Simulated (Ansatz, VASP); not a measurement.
**WF6 in VASP and in Ansatz**

```
W F
1.0
    14.67182    0.00000    0.00000
     0.00000   14.71846    0.00000
     0.00000    0.00000   15.00000
W F
1 6
Cartesian
  7.3335 7.3553 7.5022
  9.1882 7.3591 7.4983
  5.4788 7.3513 7.5057
  7.3297 9.2099 7.4962
  7.3375 5.5006 7.5084
  7.3371 7.3613 9.3568
  7.3298 7.3491 5.6475
```

Alike in both runs: functional PBE; dispersion D3(BJ); k mesh 1 × 1 × 1; occupations gaussian, width 0.005 eV; no spin polarisation.

Ansatz relaxed the structure, and its values are those at the end. VASP's run is a single point on that final structure, the one shown.

```csv
,VASP,Ansatz
version,VASP 6.6.1,Ansatz 0.2.0
potentials or method,"VASP PAW PBE potentials, release 64 (W_sv, F), cutoff 520 eV","scalar-relativistic, plane waves, PAW"
valence electrons in the cell,56,56
```

|  | VASP | Ansatz | Ansatz less VASP |
| --- | --- | --- | --- |
| gap on the k mesh at the Fermi level (eV) | 5.27 | 5.30 | +0.027 |
| rms of the force components (eV/Å) | 0.221 | 0.000 | -0.2208 |

One of these differences is far larger than is usual between the two programs; its cause wasn't traced.

Neither program's run includes spin-orbit coupling.
